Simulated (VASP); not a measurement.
# ZnSe (Stilleite) (F-43m) in VASP: a series of runs

ZnSe (Stilleite) is run at these levels: PBE; tasks: relaxation of the atoms.

Everything below comes from runs of VASP 6.6.1. Logs are shortened: lines on timing, memory, paths and dates and some standing lists are left out, and cuts for length are marked.

## 1. The cell of the first run

It takes space group F-43m (No. 216, cubic). The conventional cell has a = 5.705 Å, b = 5.705 Å, c = 5.705 Å, α = 90.00°, β = 90.00°, γ = 90.00°. Zn (site symmetry -43m) has 4 Se at 2.47 Å within 3.3 Å. Se (site symmetry -43m) has 4 Zn at 2.47 Å within 3.3 Å.

## 2. Relaxation of the atoms, PBE (volume scaled by 1.02)

Input file INCAR:

```
PREC = Accurate
ENCUT = 520
EDIFF = 1E-7
ISMEAR = -1
SIGMA = 0.02
LREAL = False
LASPH = True
NELM = 100
ALGO = Normal
ISIF = 2
LWAVE = False
LCHARG = False
GGA = PE
IBRION = 2
NSW = 80
EDIFFG = -0.02
```

Input file KPOINTS:

```
Automatic mesh
0
Gamma
  13 13 13
```

Input file POSCAR:

```
ZnSe
1.0
    0.0000000000      2.8525674344      2.8525674344
    2.8525674344      0.0000000000      2.8525674344
    2.8525674344      2.8525674344      0.0000000000
Zn Se
1 1
Direct
    0.0000000000      0.0000000000      0.0000000000
    0.2500000000      0.2500000000      0.2500000000
```

Potentials or basis: VASP PAW PBE potentials, release 64 (Zn, Se).

Command:

```bash
$ cat potpaw_PBE.64/Zn/POTCAR potpaw_PBE.64/Se/POTCAR > POTCAR
$ mpirun -np 1 vasp_std > vasp.out
```

OUTCAR:

```text
PREC = Accurate
   ENCUT = 520
   EDIFF = 1E-7
   ISMEAR = -1
   LREAL = False
   LASPH = True
   NELM = 100
   ISIF = 2
   GGA = PE
   IBRION = 2
   NSW = 80
   EDIFFG = -0.02

 ion  position               nearest neighbor table
   1  0.000  0.000  0.000-   2 2.47   2 2.47   2 2.47   2 2.47
   2  0.250  0.250  0.250-   1 2.47   1 2.47   1 2.47   1 2.47

  LATTYP: Found a face centered cubic cell.
 ALAT       =     5.7051348688

  Lattice vectors:

 A1 = (   0.0000000000,   2.8525674344,   2.8525674344)
 A2 = (   2.8525674344,   0.0000000000,   2.8525674344)
 A3 = (   2.8525674344,   2.8525674344,   0.0000000000)

Analysis of symmetry for initial positions (statically):
=====================================================================
 Subroutine PRICEL returns:
 Original cell was already a primitive cell.

 Routine SETGRP: Setting up the symmetry group for a
 face centered cubic supercell.

 Subroutine GETGRP returns: Found 24 space group operations
 (whereof 24 operations were pure point group operations)
 out of a pool of 48 trial point group operations.

The static configuration has the point symmetry T_d .

Analysis of symmetry for dynamics (positions and initial velocities):
=====================================================================
 Subroutine PRICEL returns:
 Original cell was already a primitive cell.

 Routine SETGRP: Setting up the symmetry group for a
 face centered cubic supercell.

 Subroutine GETGRP returns: Found 24 space group operations
 (whereof 24 operations were pure point group operations)
 out of a pool of 48 trial point group operations.

The dynamic configuration has the point symmetry T_d .

 Subroutine INISYM returns: Found 24 space group operations
 (whereof 24 operations are pure point group operations),
 and found     1 'primitive' translations

----------------------------------------------------------------------------------------

                                     Primitive cell

  volume of cell :      46.4235

  direct lattice vectors                    reciprocal lattice vectors
     0.000000000  2.852567434  2.852567434    -0.175280694  0.175280694  0.175280694
     2.852567434  0.000000000  2.852567434     0.175280694 -0.175280694  0.175280694
     2.852567434  2.852567434  0.000000000     0.175280694  0.175280694 -0.175280694

  length of vectors
     4.034139553  4.034139553  4.034139553     0.303595068  0.303595068  0.303595068

  position of ions in fractional coordinates (direct lattice)
     0.000000000  0.000000000  0.000000000
     0.250000000  0.250000000  0.250000000

  ion indices of the primitive-cell ions
   primitive index   ion index
                 1           1
                 2           2

----------------------------------------------------------------------------------------

 KPOINTS: Automatic mesh

Automatic generation of k-mesh.
 Grid dimensions read from file:
 generate k-points for:   13   13   13

 Generating k-lattice:

  Cartesian coordinates                     Fractional coordinates (reciprocal lattice)
    -0.013483130  0.013483130  0.013483130     0.076923077  0.000000000  0.000000000
     0.013483130 -0.013483130  0.013483130     0.000000000  0.076923077  0.000000000
     0.013483130  0.013483130 -0.013483130     0.000000000  0.000000000  0.076923077

  Length of vectors
     0.023353467  0.023353467  0.023353467

  Shift w.r.t. Gamma in fractional coordinates (k-lattice)
     0.000000000  0.000000000  0.000000000

 Subroutine IBZKPT returns following result:
 ===========================================

 Found     84 irreducible k-points:

 Following reciprocal coordinates:
            Coordinates               Weight
  0.000000  0.000000  0.000000      1.000000
  0.076923  0.000000  0.000000      8.000000
  0.153846  0.000000  0.000000      8.000000
  0.230769  0.000000  0.000000      8.000000
  0.307692  0.000000  0.000000      8.000000
  0.384615  0.000000  0.000000      8.000000
[... 16 lines left out ...]
  0.384615  0.153846  0.000000     24.000000
  0.461538  0.153846  0.000000     24.000000
 [... further k-points ...]
   k-points           NKPTS =     84   k-points in BZ     NKDIM =     84   number of bands    NBANDS=     13
   number of dos      NEDOS =    301   number of ions     NIONS =      2
   total plane-waves  NPLWV =  27000
   dimension x,y,z NGX =    30 NGY =   30 NGZ =   30
   dimension x,y,z NGXF=    60 NGYF=   60 NGZF=   60
   ions per type =               1   1
   NGX,Y,Z   is equivalent  to a cutoff of  12.36, 12.36, 12.36 a.u.
   NGXF,Y,Z  is equivalent  to a cutoff of  24.73, 24.73, 24.73 a.u.
 SYSTEM =  unknown system
   PREC   = accura    normal or accurate (medium, high low for compatibility)
   ISTART =      0    job   : 0-new  1-cont  2-samecut
   ICHARG =      2    charge: 1-file 2-atom 10-const
   ISPIN  =      1    spin polarized calculation?
   LNONCOLLINEAR =      F non collinear calculations
   LSORBIT =      F    spin-orbit coupling
   LASPH  =      T    aspherical Exc in radial PAW
   ENCUT  =  520.0 eV  38.22 Ry    6.18 a.u.   7.50  7.50  7.50*2*pi/ulx,y,z
   NELM   =    100;   NELMIN=  2; NELMDL= -5     # of ELM steps
   EDIFF  = 0.1E-06   stopping-criterion for ELM
   LREAL  =      F    real-space projection
   EDIFFG = -.2E-01   stopping-criterion for IOM
   NSW    =     80    number of steps for IOM
   IBRION =      2    ionic relax: 0-MD 1-quasi-New 2-CG
   NFREE  =      1    steps in history (QN), initial steepest desc. (CG)
   ISIF   =      2    stress and relaxation
   ISYM   =      2    0-nonsym 1-usesym 2-fastsym
   POTIM  = 0.5000    time-step for ionic-motion
   TEBEG  =    0.0;   TEEND  =   0.0 temperature during run
   PSTRESS=    0.0 pullay stress
   NELECT =      18.0000    total number of electrons
   NUPDOWN=      -1.0000    fix difference up-down
   EMIN   =  10.00;   EMAX   =-10.00  energy-range for DOS
   EFERMI =   0.00;   METHOD = LEGACY
   ISMEAR =    -1;   SIGMA  =   0.02  broadening in eV -4-tet -1-fermi 0-gaus
   EFERMI_NEDOS =   21; number of points for ismear=-14 and -15
   IALGO  =     38    algorithm
   IMIX   =      4    mixing-type and parameters
     AMIX     =   0.40;   BMIX     =  1.00
     AMIX_MAG =   1.60;   BMIX_MAG =  1.00
  volume/ion in A,a.u.               =      23.21       156.64
  Fermi-wavevector in a.u.,A,eV,Ry     =   1.193767  2.255893 19.389402  1.425081
  Thomas-Fermi vector in A             =   2.329774
   LORBIT       =      0    0 simple, 1 ext, 2 COOP (PROOUT), +10 PAW based schemes
   GGA     = PE    functional components
   LHFCALC =     F    Hartree Fock is set to
   AEXX    =    0.0000 exact exchange contribution
   IVDW    =     0    specifies the selected vdW correction
   LEPSILON=     F    determine dielectric tensor
   LRPA    =     F    only Hartree local field effects (RPA)
 conjugate gradient relaxation of ions
 non-spin polarized calculation
  energy-cutoff  :      520.00
  volume of cell :       46.42
 maximum number of plane-waves:      1279
 NGX is ok and might be reduce to    30
   NGX = 15   NGY = 15   NGZ = 15

 number of electron      18.0000019 magnetization

 Free energy of the ion-electron system (eV)
  ---------------------------------------------------
  ext. energy  EPLUGINS =         0.00000000
  ---------------------------------------------------
  free energy    TOTEN  =        -6.03054358 eV

  energy without entropy =       -6.03054358  energy(sigma->0) =       -6.03054358

 E-fermi :   1.8484     XC(G=0):  -9.2318

 val. band max:        1.4446243328   @ k =   0.0000   0.0000   0.0000
 cond. band min:       2.6558540084   @ k =   0.0000   0.0000   0.0000
 fundamental gap:      1.2112296756
 Fermi energy:         1.8483749721

 k-point     1 :       0.0000    0.0000    0.0000
  band No.  band energies     occupation
      1     -11.6895      2.00000
      2      -5.0306      2.00000
      3      -5.0306      2.00000
      4      -5.0306      2.00000
      5      -4.6785      2.00000
      6      -4.6785      2.00000
      7       1.4446      2.00000
      8       1.4446      2.00000
      9       1.4446      2.00000
     10       2.6559      0.00000
     11       7.2514      0.00000
     12       7.2514      0.00000
     13       7.2514      0.00000

 k-point     2 :       0.0769    0.0000    0.0000
  band No.  band energies     occupation
      1     -11.6521      2.00000
      2      -5.0282      2.00000
      3      -5.0246      2.00000
      4      -5.0246      2.00000
      5      -4.6792      2.00000
      6      -4.6792      2.00000
      7       0.7852      2.00000
      8       1.3859      2.00000
      9       1.3859      2.00000
     10       3.2068      0.00000
     11       7.1865      0.00000
     12       7.3534      0.00000
     13       7.3534      0.00000

 k-point     3 :       0.1538    0.0000    0.0000
  band No.  band energies     occupation
      1     -11.5453      2.00000
      2      -5.0162      2.00000
      3      -5.0085      2.00000
      4      -5.0085      2.00000
      5      -4.6801      2.00000
      6      -4.6801      2.00000
      7      -0.2601      2.00000
      8       1.2324      2.00000
      9       1.2324      2.00000
     10       3.8545      0.00000
     11       7.2461      0.00000
     12       7.5991      0.00000
     13       7.5991      0.00000
[... 305 lines left out ...]
 k-point    23 :       0.3846    0.1538    0.0000
  band No.  band energies     occupation
      1     -11.0551      2.00000
      2      -4.9676      2.00000
      3      -4.9238      2.00000
      4      -4.8521      2.00000
      5      -4.6711      2.00000
      6      -4.6562      2.00000
      7      -2.4984      2.00000
      8       0.0729      2.00000
      9       0.2960      2.00000
     10       5.0326      0.00000
     11       6.9692      0.00000
     12       8.4816      0.00000
     13       8.8390      0.00000

 k-point    24 :       0.4615    0.1538    0.0000
  band No.  band energies     occupation
      1     -10.9242      2.00000
      2      -4.9492      2.00000
      3      -4.9150      2.00000
      4      -4.7492      2.00000
      5      -4.6560      2.00000
      6      -4.6038      2.00000
      7      -3.1351      2.00000
      8      -0.1913      2.00000
      9       0.2622      2.00000
     10       4.9744      0.00000
     11       7.1986      0.00000
     12       8.6999      0.00000
     13       9.1157      0.00000

 [... further k-points ...]
[... 5 lines left out ...]
  --------------------------------------------------------------------------------------
  -------------------------------------------------------------------------------------
  Total        0.3141300      0.3141300      0.3141300     -0.0000000     -0.0000000      0.0000000
  in kB       10.8413207     10.8413207     10.8413207     -0.0000000     -0.0000000      0.0000000
  external PRESSURE =      10.8413207 kB  Pullay stress =       0.0000000 kB

 VOLUME and BASIS-vectors are now :
 -----------------------------------------------------------------------------
  energy-cutoff  :      520.00
  volume of cell :       46.42
      direct lattice vectors                 reciprocal lattice vectors
     0.000000000  2.852567434  2.852567434    -0.175280694  0.175280694  0.175280694
     2.852567434  0.000000000  2.852567434     0.175280694 -0.175280694  0.175280694
     2.852567434  2.852567434  0.000000000     0.175280694  0.175280694 -0.175280694

 POSITION                                       TOTAL-FORCE (eV/Angst)
 -----------------------------------------------------------------------------------
      0.00000      0.00000      0.00000        -0.000000      0.000000     -0.000000
      1.42628      1.42628      1.42628         0.000000     -0.000000      0.000000
 -----------------------------------------------------------------------------------
    total drift:                               -0.000001     -0.000001     -0.000001

  FREE ENERGIE OF THE ION-ELECTRON SYSTEM (eV)
  ---------------------------------------------------
  free  energy   TOTEN  =        -6.0305435780 eV

  energy  without entropy=       -6.0305435780  energy(sigma->0) =       -6.03054358

 reached required accuracy - stopping structural energy minimisation
```

Wall time 20 s (1 thread of Intel Xeon 6975P-C (Granite Rapids), shared host); peak memory 0.2 GiB.

Results:

| Quantity | Value |
| --- | --- |
| Free energy | -6.0305 eV |
| Pressure after relaxing | 1.1 GPa |
| Band gap on the k mesh | 1.21 eV, direct |

Final structure:
```
Zn Se
1.0
     0.00000    2.85257    2.85257
     2.85257    0.00000    2.85257
     2.85257    2.85257    0.00000
Zn Se
1 1
Cartesian
  0.0000 0.0000 0.0000
  1.4263 1.4263 1.4263
```

Levels at points of the mesh, in eV from the valence-band top:
| k point | band 5 | band 6 | band 7 | band 8 | band 9 | band 10 | band 11 | band 12 | band 13 |
| --- | --- | --- | --- | --- | --- | --- | --- | --- | --- |
| (0.00, 0.00, 0.00) | -6.12 | -6.12 | 0.00 | 0.00 | 0.00 | 1.21 | 5.81 | 5.81 | 5.81 |

Caveat: the relaxation stopped at its first step, so nothing moved.

## 3. Relaxation of the atoms, PBE (volume scaled by 1.04)

Input file INCAR:

```
PREC = Accurate ; ENCUT = 520
EDIFF = 1E-6 ; ISMEAR = -1
SIGMA = 0.02 ; LREAL = F
LASPH = T ; NELM = 80
ALGO = Normal ; ISIF = 2
LWAVE = F ; LCHARG = F
GGA = PE ; IBRION = 2
NSW = 80 ; EDIFFG = -0.02
```

KPOINTS is that of step 2.

Input file POSCAR:

```
ZnSe
1.0
    0.0000000000      2.8710911186      2.8710911186
    2.8710911186      0.0000000000      2.8710911186
    2.8710911186      2.8710911186      0.0000000000
Zn Se
1 1
Direct
    0.0000000000      0.0000000000      0.0000000000
    0.2500000000      0.2500000000      0.2500000000
```

Potentials or basis: VASP PAW PBE potentials, release 64 (Zn, Se).

Command:

```bash
$ cat potpaw_PBE.64/Zn/POTCAR potpaw_PBE.64/Se/POTCAR > POTCAR
$ mpirun -np 1 vasp_std > vasp.out
```

Wall time 20 s (1 thread of Intel Xeon 6975P-C (Granite Rapids), shared host); peak memory 0.2 GiB.

Results (log left out):

| Property | Result |
| --- | --- |
| Free energy | -6.0333 eV |
| Pressure after relaxing | -0.1 GPa |
| Band gap on the k mesh | 1.13 eV, direct |

Final structure:
```
CELL_PARAMETERS angstrom
0.00000 2.87109 2.87109
2.87109 0.00000 2.87109
2.87109 2.87109 0.00000
ATOMIC_POSITIONS crystal
Zn 0.00000 0.00000 0.00000
Se 0.25000 0.25000 0.25000
```

Levels at points of the mesh, in eV from the valence-band top:
```
           k point  band 6  band 7  band 8  band 9  band 10  band 11  band 12  band 13
(0.00, 0.00, 0.00)   -6.08    0.00    0.00    0.00     1.13     5.81     5.81     5.81
```

Caveat: the relaxation stopped at its first step, so nothing moved.

(Part 1 of 2 ends here.)
